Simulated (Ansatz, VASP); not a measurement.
# TiO2 in VASP and in Ansatz

```
Ti O
1.0
     4.59220    0.00000    0.00000
     0.00000    4.59220    0.00000
     0.00000    0.00000    2.95740
Ti O
2 4
Direct
  0.00000 0.00000 0.00000
  0.50000 0.50000 0.50000
  0.30496 0.30496 0.00000
  0.19504 0.80496 0.50000
  0.69504 0.69504 0.00000
  0.80496 0.19504 0.50000
```

Alike in both runs: task single point; functional PBE; k mesh 6 × 6 × 10; occupations gaussian, width 0.02 eV; no spin polarisation.

|  | VASP | Ansatz |
| --- | --- | --- |
| version | VASP 6.6.1 | Ansatz 0.2.0 |
| potentials or method | VASP PAW PBE potentials, release 64 (Ti_sv, O), cutoff 520 eV | scalar-relativistic, plane waves, PAW |
| valence electrons in the cell | 48 | 48 |

VASP gave:

- gap on the k mesh at the Fermi level (eV): 1.87
- least direct gap on the mesh (eV): 1.87
- pressure (GPa): 6.1
- traceless stress, the component that is largest in VASP (GPa): -0.33
- rms of the force components (eV/Å): 0.059

Q: What did Ansatz give for the same quantities?

A: gap on the k mesh at the Fermi level (eV): 1.90; least direct gap on the mesh (eV): 1.90; pressure (GPa): 5.4; traceless stress, the component that is largest in VASP (GPa): -0.54; rms of the force components (eV/Å): 0.047.

Atom by atom the forces differ by 0.013 eV/Å (rms over components). With one functional, cell and mesh, what is left measures potentials, basis and numerics.
